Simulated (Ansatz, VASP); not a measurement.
One calculation of CaO, two programs

```
Ca O
1.0
     3.92218    0.00000    0.00000
    -1.96109    3.39671    0.00000
     0.00000    0.00000    4.71043
Ca O
2 2
Direct
  0.33333 0.66667 0.25000
  0.66667 0.33333 0.75000
  0.66667 0.33333 0.25000
  0.33333 0.66667 0.75000
```

Alike in both runs: task single point; functional PBE; k mesh 6 × 6 × 4; no spin polarisation.

|  | VASP | Ansatz |
| --- | --- | --- |
| version | VASP 6.6.1 | Ansatz 0.2.0 |
| potentials or method | VASP PAW PBE potentials, release 64 (Ca_sv, O) | plane waves, PAW |
| plane-wave cutoff (eV) | 520 | 420 |
| occupations | gaussian, width 0.01 eV | fixed |
| valence electrons in the cell | 32 | 32 |

```csv
,VASP,Ansatz,Ansatz less VASP
gap on the k mesh at the Fermi level (eV),3.35,3.36,+0.016
pressure (GPa),6.7,6.1,-0.60
"traceless stress, the component that is largest in VASP (GPa)",0.47,0.45,-0.021
```
